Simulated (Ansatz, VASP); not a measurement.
# HfO2: VASP beside Ansatz

```
Hf O
1.0
     5.03216    0.00000    0.00000
     0.00000    5.03216    0.00000
     0.00000    0.00000    5.03216
Hf O
4 8
Direct
  0.00000 0.00000 0.00000
  0.00000 0.50000 0.50000
  0.50000 0.00000 0.50000
  0.50000 0.50000 0.00000
  0.25000 0.25000 0.75000
  0.25000 0.75000 0.75000
  0.25000 0.75000 0.25000
  0.25000 0.25000 0.25000
  0.75000 0.25000 0.25000
  0.75000 0.75000 0.25000
  0.75000 0.75000 0.75000
  0.75000 0.25000 0.75000
```

Alike in both runs: task single point; functional PBEsol; k mesh 4 × 4 × 4; occupations gaussian, width 0.1 eV; no spin polarisation.

|  | VASP | Ansatz |
| --- | --- | --- |
| version | VASP 6.6.1 | Ansatz 0.2.0 |
| potentials or method | VASP PAW PBE potentials, release 64 (Hf_pv, O), cutoff 600 eV | scalar-relativistic, plane waves, PAW |
| valence electrons in the cell | 88 | 152 |

VASP gave:

* gap on the k mesh at the Fermi level (eV): 3.73
* least direct gap on the mesh (eV): 3.73
* pressure (GPa): -2.1

Question: What did Ansatz give for the same quantities?

Answer: gap on the k mesh at the Fermi level (eV): 3.70; least direct gap on the mesh (eV): 3.70; pressure (GPa): 2.0.

VASP's potentials were made for PBE, not for PBEsol, and Ansatz warns of the same on its side. One of these differences is far larger than is usual between the two programs; its cause wasn't traced. With one functional, cell and mesh, what is left measures potentials, basis and numerics. VASP's potentials hold 88 valence electrons a cell and Ansatz's 152, so a difference there can come from the potentials and not from the codes.

Spin-orbit coupling is off throughout.
